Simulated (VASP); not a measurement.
# Rb (P6_3/mmc) in VASP: notebook

Rb is run at these levels: LDA; tasks: single point.

Everything below comes from runs of VASP 6.6.1. Logs are shortened: lines on timing, memory, paths and dates and some standing lists are left out, and cuts for length are marked.

### 1 The cell of the first run

Symmetry: P6_3/mmc, No. 194, hexagonal system. The conventional cell has a = 3.799 Å, b = 3.799 Å, c = 6.245 Å, α = 90.00°, β = 90.00°, γ = 120.00°. Within 5.0 Å of Rb (site symmetry -6m2) lie 12 Rb at 3.80 to 3.82 Å.

### 2 Single point, LDA (volume scaled by 0.5)

INCAR

```
SYSTEM = Rb
  PREC = Accurate
  ENCUT = 520
  EDIFF = 1E-6
  ISMEAR = -1
  SIGMA = 0.1
  LREAL = .False.
  LASPH = .True.
  NELM = 100
  ALGO = Normal
  ISIF = 2
  LWAVE = .False.
  LCHARG = .False.
  NBANDS = 16
```

KPOINTS

```
Automatic mesh
0
Gamma
  9 9 5
  0 0 0
```

POSCAR

```
Rb
1.0
    3.7993096777      0.0000000000      0.0000000000
   -1.8996548388      3.2902986977      0.0000000000
    0.0000000000      0.0000000000      6.2450653396
Rb
2
Direct
    0.3333333333      0.6666666667      0.2500000000
    0.6666666667      0.3333333333      0.7500000000
```

Potentials or basis: VASP PAW LDA potentials, release 64 (Rb_sv).

Started as:

```sh
cat potpaw_LDA.64/Rb_sv/POTCAR > POTCAR
mpirun -np 1 vasp_std > vasp.out
```

OUTCAR:

```text
SYSTEM = Rb
   PREC = Accurate
   ENCUT = 520
   EDIFF = 1E-6
   ISMEAR = -1
   LREAL = .False.
   LASPH = .True.
   NELM = 100
   ISIF = 2

 ion  position               nearest neighbor table
   1  0.333  0.667  0.250-   2 3.82   2 3.82   2 3.82   2 3.82   2 3.82   2 3.82   2 5.38   2 5.38
                             2 5.38   2 5.38   2 5.38   2 5.38
   2  0.667  0.333  0.750-   1 3.82   1 3.82   1 3.82   1 3.82   1 3.82   1 3.82   1 5.38   1 5.38
                             1 5.38   1 5.38   1 5.38   1 5.38

  LATTYP: Found a hexagonal cell.
 ALAT       =     3.7993096777
 C/A-ratio  =     1.6437368547

  Lattice vectors:

 A1 = (   3.7993096777,   0.0000000000,   0.0000000000)
 A2 = (  -1.8996548388,   3.2902986977,   0.0000000000)
 A3 = (   0.0000000000,   0.0000000000,   6.2450653396)

Analysis of symmetry for initial positions (statically):
=====================================================================
 Subroutine PRICEL returns:
 Original cell was already a primitive cell.

 Routine SETGRP: Setting up the symmetry group for a
 hexagonal supercell.

 Subroutine GETGRP returns: Found 24 space group operations
 (whereof 12 operations were pure point group operations)
 out of a pool of 24 trial point group operations.

The static configuration has the point symmetry D_3d.
 The point group associated with its full space group is D_6h.

Analysis of symmetry for dynamics (positions and initial velocities):
=====================================================================
 Subroutine PRICEL returns:
 Original cell was already a primitive cell.

 Routine SETGRP: Setting up the symmetry group for a
 hexagonal supercell.

 Subroutine GETGRP returns: Found 24 space group operations
 (whereof 12 operations were pure point group operations)
 out of a pool of 24 trial point group operations.

The dynamic configuration has the point symmetry D_3d.
 The point group associated with its full space group is D_6h.

 Subroutine INISYM returns: Found 24 space group operations
 (whereof 12 operations are pure point group operations),
 and found     1 'primitive' translations

----------------------------------------------------------------------------------------

                                     Primitive cell

  volume of cell :      78.0687

  direct lattice vectors                    reciprocal lattice vectors
     3.799309678  0.000000000  0.000000000     0.263205710  0.151961887  0.000000000
    -1.899654839  3.290298698  0.000000000     0.000000000  0.303923775  0.000000000
     0.000000000  0.000000000  6.245065340     0.000000000  0.000000000  0.160126427

  length of vectors
     3.799309678  3.799309678  6.245065340     0.303923775  0.303923775  0.160126427

  position of ions in fractional coordinates (direct lattice)
     0.333333333  0.666666667  0.250000000
     0.666666667  0.333333333  0.750000000

  ion indices of the primitive-cell ions
   primitive index   ion index
                 1           1
                 2           2

----------------------------------------------------------------------------------------

 KPOINTS: Automatic mesh

Automatic generation of k-mesh.
 Grid dimensions read from file:
 generate k-points for:    9    9    5

 Generating k-lattice:

  Cartesian coordinates                     Fractional coordinates (reciprocal lattice)
     0.029245079  0.016884654  0.000000000     0.111111111 -0.000000000  0.000000000
     0.000000000  0.033769308  0.000000000     0.000000000  0.111111111  0.000000000
     0.000000000  0.000000000  0.032025285     0.000000000  0.000000000  0.200000000

  Length of vectors
     0.033769308  0.033769308  0.032025285

  Shift w.r.t. Gamma in fractional coordinates (k-lattice)
     0.000000000  0.000000000  0.000000000

 Subroutine IBZKPT returns following result:
 ===========================================

 Found     36 irreducible k-points:

 Following reciprocal coordinates:
            Coordinates               Weight
  0.000000  0.000000  0.000000      1.000000
  0.111111  0.000000  0.000000      6.000000
  0.222222 -0.000000  0.000000      6.000000
  0.333333  0.000000  0.000000      6.000000
  0.444444 -0.000000  0.000000      6.000000
  0.111111  0.111111  0.000000      6.000000
[... 16 lines left out ...]
  0.333333  0.222222  0.200000     24.000000
  0.333333  0.333333  0.200000      4.000000
 [... further k-points ...]
   k-points           NKPTS =     36   k-points in BZ     NKDIM =     36   number of bands    NBANDS=     16
   number of dos      NEDOS =    301   number of ions     NIONS =      2
   total plane-waves  NPLWV =  37632
   dimension x,y,z NGX =    28 NGY =   28 NGZ =   48
   dimension x,y,z NGXF=    56 NGYF=   56 NGZF=   96
   ions per type =               2
   NGX,Y,Z   is equivalent  to a cutoff of  12.25, 12.25, 12.78 a.u.
   NGXF,Y,Z  is equivalent  to a cutoff of  24.50, 24.50, 25.56 a.u.
 SYSTEM =  Rb
   PREC   = accura    normal or accurate (medium, high low for compatibility)
   ISTART =      0    job   : 0-new  1-cont  2-samecut
   ICHARG =      2    charge: 1-file 2-atom 10-const
   ISPIN  =      1    spin polarized calculation?
   LNONCOLLINEAR =      F non collinear calculations
   LSORBIT =      F    spin-orbit coupling
   LASPH  =      T    aspherical Exc in radial PAW
   ENCUT  =  520.0 eV  38.22 Ry    6.18 a.u.   7.06  7.06 11.61*2*pi/ulx,y,z
   NELM   =    100;   NELMIN=  2; NELMDL= -5     # of ELM steps
   EDIFF  = 0.1E-05   stopping-criterion for ELM
   LREAL  =      F    real-space projection
   EDIFFG = 0.1E-04   stopping-criterion for IOM
   NSW    =      0    number of steps for IOM
   IBRION =     -1    ionic relax: 0-MD 1-quasi-New 2-CG
   NFREE  =      0    steps in history (QN), initial steepest desc. (CG)
   ISIF   =      2    stress and relaxation
   ISYM   =      2    0-nonsym 1-usesym 2-fastsym
   POTIM  = 0.5000    time-step for ionic-motion
   TEBEG  =    0.0;   TEEND  =   0.0 temperature during run
   PSTRESS=    0.0 pullay stress
   NELECT =      18.0000    total number of electrons
   NUPDOWN=      -1.0000    fix difference up-down
   EMIN   =  10.00;   EMAX   =-10.00  energy-range for DOS
   EFERMI =   0.00;   METHOD = LEGACY
   ISMEAR =    -1;   SIGMA  =   0.10  broadening in eV -4-tet -1-fermi 0-gaus
   EFERMI_NEDOS =   21; number of points for ismear=-14 and -15
   IALGO  =     38    algorithm
   IMIX   =      4    mixing-type and parameters
     AMIX     =   0.40;   BMIX     =  1.00
     AMIX_MAG =   1.60;   BMIX_MAG =  1.00
  volume/ion in A,a.u.               =      39.03       263.42
  Fermi-wavevector in a.u.,A,eV,Ry     =   1.003860  1.897021 13.711077  1.007736
  Thomas-Fermi vector in A             =   2.136439
   LORBIT       =      0    0 simple, 1 ext, 2 COOP (PROOUT), +10 PAW based schemes
   GGA     = CA    functional components
   LHFCALC =     F    Hartree Fock is set to
   AEXX    =    0.0000 exact exchange contribution
   IVDW    =     0    specifies the selected vdW correction
   LEPSILON=     F    determine dielectric tensor
   LRPA    =     F    only Hartree local field effects (RPA)
 non-spin polarized calculation
  energy-cutoff  :      520.00
  volume of cell :       78.07
 maximum number of plane-waves:      2125
   NGX = 15   NGY = 15   NGZ = 23

 number of electron      18.0000000 magnetization

 Free energy of the ion-electron system (eV)
  ---------------------------------------------------
  ext. energy  EPLUGINS =         0.00000000
  ---------------------------------------------------
  free energy    TOTEN  =        -1.00812715 eV

  energy without entropy =       -0.94412705  energy(sigma->0) =       -0.97612710

 E-fermi :   2.6459     XC(G=0):  -8.3313

 val. band max:        2.6402533949   @ k =   0.2222   0.1111   0.4000
 cond. band min:       2.7755121753   @ k =   0.3333   0.1111   0.4000
 fundamental gap:      0.1352587804
 Fermi energy:         2.6458610210

 k-point     1 :       0.0000    0.0000    0.0000
  band No.  band energies     occupation
      1     -26.2801      2.00000
      2     -26.1315      2.00000
      3     -11.1096      2.00000
      4     -10.0123      2.00000
      5     -10.0123      2.00000
      6      -9.8772      2.00000
[... 8 lines left out ...]
     15       7.2917      0.00000
     16       7.2917      0.00000

 k-point     2 :       0.1111    0.0000    0.0000
  band No.  band energies     occupation
      1     -26.2644      2.00000
      2     -26.1236      2.00000
      3     -11.0609      2.00000
      4     -10.1363      2.00000
      5     -10.0487      2.00000
      6     -10.0011      2.00000
[... 8 lines left out ...]
     15       7.0403      0.00000
     16       7.5249      0.00000

 k-point     3 :       0.2222   -0.0000    0.0000
  band No.  band energies     occupation
      1     -26.2230      2.00000
      2     -26.1045      2.00000
      3     -10.9260      2.00000
      4     -10.4454      2.00000
      5     -10.2976      2.00000
      6     -10.1342      2.00000
[... 8 lines left out ...]
     15       7.1434      0.00000
     16       7.6466      0.00000

 k-point     4 :       0.3333    0.0000    0.0000
  band No.  band energies     occupation
      1     -26.1718      2.00000
      2     -26.0861      2.00000
      3     -10.7815      2.00000
      4     -10.7396      2.00000
      5     -10.5962      2.00000
      6     -10.2244      2.00000
[... 8 lines left out ...]
     15       6.6411      0.00000
     16       8.7070      0.00000

 k-point     5 :       0.4444   -0.0000    0.0000
  band No.  band energies     occupation
      1     -26.1330      2.00000
      2     -26.0790      2.00000
      3     -10.9899      2.00000
      4     -10.7768      2.00000
      5     -10.5715      2.00000
      6     -10.2803      2.00000
[... 8 lines left out ...]
     15       6.4687      0.00000
     16       9.8722      0.00000

 k-point     6 :       0.1111    0.1111    0.0000
  band No.  band energies     occupation
      1     -26.2358      2.00000
      2     -26.1100      2.00000
      3     -10.9690      2.00000
      4     -10.3131      2.00000
      5     -10.2648      2.00000
      6     -10.0739      2.00000
[... 8 lines left out ...]
     15       7.3473      0.00000
     16       7.3711      0.00000

 k-point     7 :       0.2222    0.1111    0.0000
  band No.  band energies     occupation
      1     -26.1893      2.00000
      2     -26.0914      2.00000
      3     -10.8069      2.00000
      4     -10.6170      2.00000
      5     -10.5134      2.00000
      6     -10.1995      2.00000
[... 8 lines left out ...]
     15       6.7938      0.00000
     16       8.0077      0.00000

 k-point     8 :       0.3333    0.1111    0.0000
  band No.  band energies     occupation
      1     -26.1431      2.00000
      2     -26.0798      2.00000
      3     -10.8826      2.00000
      4     -10.6984      2.00000
      5     -10.6204      2.00000
      6     -10.3157      2.00000
[... 8 lines left out ...]
     15       6.2810      0.00000
     16       8.9535      0.00000

 k-point     9 :       0.4444    0.1111    0.0000
  band No.  band energies     occupation
      1     -26.1210      2.00000
      2     -26.0788      2.00000
      3     -10.9829      2.00000
      4     -10.7697      2.00000
      5     -10.5139      2.00000
      6     -10.3603      2.00000
[... 8 lines left out ...]
     15       6.5823      0.00000
     16       9.7987      0.00000
[... 172 lines left out ...]
 k-point    19 :       0.2222    0.1111    0.2000
  band No.  band energies     occupation
      1     -26.1801      2.00000
      2     -26.1009      2.00000
      3     -10.8317      2.00000
      4     -10.6065      2.00000
      5     -10.4637      2.00000
      6     -10.2056      2.00000
[... 8 lines left out ...]
     15       6.6855      0.00000
     16       7.9709      0.00000

 k-point    20 :       0.3333    0.1111    0.2000
  band No.  band energies     occupation
      1     -26.1370      2.00000
      2     -26.0858      2.00000
      3     -10.9374      2.00000
      4     -10.7851      2.00000
      5     -10.4837      2.00000
      6     -10.2948      2.00000
[... 8 lines left out ...]
     15       6.5033      0.00000
     16       8.7172      0.00000

 k-point    21 :       0.4444    0.1111    0.2000
  band No.  band energies     occupation
      1     -26.1170      2.00000
      2     -26.0828      2.00000
      3     -11.0205      2.00000
      4     -10.8472      2.00000
      5     -10.4514      2.00000
      6     -10.3013      2.00000
[... 8 lines left out ...]
     15       6.7253      0.00000
     16       9.3561      0.00000

 k-point    22 :       0.2222    0.2222    0.2000
  band No.  band energies     occupation
      1     -26.1406      2.00000
      2     -26.0866      2.00000
      3     -10.8203      2.00000
      4     -10.7851      2.00000
      5     -10.4502      2.00000
      6     -10.3715      2.00000
[... 8 lines left out ...]
     15       6.0774      0.00000
     16       8.4507      0.00000

 k-point    23 :       0.3333    0.2222    0.2000
  band No.  band energies     occupation
      1     -26.1095      2.00000
      2     -26.0824      2.00000
      3     -10.8988      2.00000
      4     -10.7837      2.00000
      5     -10.5473      2.00000
      6     -10.3599      2.00000
[... 8 lines left out ...]
     15       6.6159      0.00000
     16       8.9698      0.00000

 k-point    24 :       0.3333    0.3333    0.2000
  band No.  band energies     occupation
      1     -26.0898      2.00000
      2     -26.0898      2.00000
      3     -10.7733      2.00000
      4     -10.7306      2.00000
      5     -10.7306      2.00000
      6     -10.4604      2.00000
[... 8 lines left out ...]
     15       6.7954      0.00000
     16       9.1133      0.00000

 [... further k-points ...]

------------------------ aborting loop because EDIFF is reached ----------------------------------------

  FORCE on cell =-STRESS in cart. coord.  units (eV):
  Direction    XX          YY          ZZ          XY          YZ          ZX
  --------------------------------------------------------------------------------------
  -------------------------------------------------------------------------------------
  Total        3.7327045      3.7327045      3.7007751      0.0000000      0.0000000      0.0000000
  in kB       76.6050122     76.6050122     75.9497354      0.0000000      0.0000000      0.0000000
  external PRESSURE =      76.3865866 kB  Pullay stress =       0.0000000 kB

 VOLUME and BASIS-vectors are now :
 -----------------------------------------------------------------------------
  energy-cutoff  :      520.00
  volume of cell :       78.07
      direct lattice vectors                 reciprocal lattice vectors
     3.799309678  0.000000000  0.000000000     0.263205710  0.151961887  0.000000000
    -1.899654839  3.290298698  0.000000000     0.000000000  0.303923775  0.000000000
     0.000000000  0.000000000  6.245065340     0.000000000  0.000000000  0.160126427

 POSITION                                       TOTAL-FORCE (eV/Angst)
 -----------------------------------------------------------------------------------
     -0.00000      2.19353      1.56127        -0.000000      0.000000      0.000000
      1.89965      1.09677      4.68380         0.000000     -0.000000      0.000000
 -----------------------------------------------------------------------------------
    total drift:                                0.000000     -0.000000      0.000000

  FREE ENERGIE OF THE ION-ELECTRON SYSTEM (eV)
  ---------------------------------------------------
  free  energy   TOTEN  =        -1.0081271531 eV

  energy  without entropy=       -0.9441270534  energy(sigma->0) =       -0.97612710
```

Wall time 11 s (1 thread of Intel Xeon 6975P-C (Granite Rapids), shared host); peak memory 0.17 GiB.

What came out:

```
Free energy            : -1.0081 eV
Pressure               : 7.6 GPa
Band gap on the k mesh : zero (band 9 reaches 3.65 eV, above the bottom of band 10 at 1.49 eV)
```

### 3 Single point, LDA (volume scaled by 0.5)

INCAR

```
PREC = Accurate
ENCUT = 520
EDIFF = 1E-6
ISMEAR = -1
SIGMA = 0.1
LREAL = False
LASPH = True
NELM = 80
ALGO = Normal
ISIF = 2
LWAVE = False
LCHARG = False
GGA = CA
NBANDS = 16
```

KPOINTS

```
Automatic mesh
0
Gamma
  9 9 5
```

POSCAR is that of step 2.

Potentials or basis: VASP PAW LDA potentials, release 64 (Rb_sv).

Started as:

```sh
cat potpaw_LDA.64/Rb_sv/POTCAR > POTCAR
mpirun -np 1 vasp_std > vasp.out
```

It took 11 s on 1 thread of Intel Xeon 6975P-C (Granite Rapids), shared host; peak memory 0.17 GiB.

The run converged. Its results:

```
Free energy            : -1.0081 eV
Pressure               : 7.6 GPa
Band gap on the k mesh : zero (band 9 reaches 3.65 eV, above the bottom of band 10 at 1.49 eV)
```

Levels at points of the mesh, in eV from the Fermi level:
```
           k point  band 5  band 6  band 7  band 8  band 9  band 10  band 11  band 12  band 13  band 14
(0.00, 0.00, 0.00)  -12.66  -12.52  -12.52  -12.52   -3.03    -0.36     2.29     3.88     3.89     3.89
```
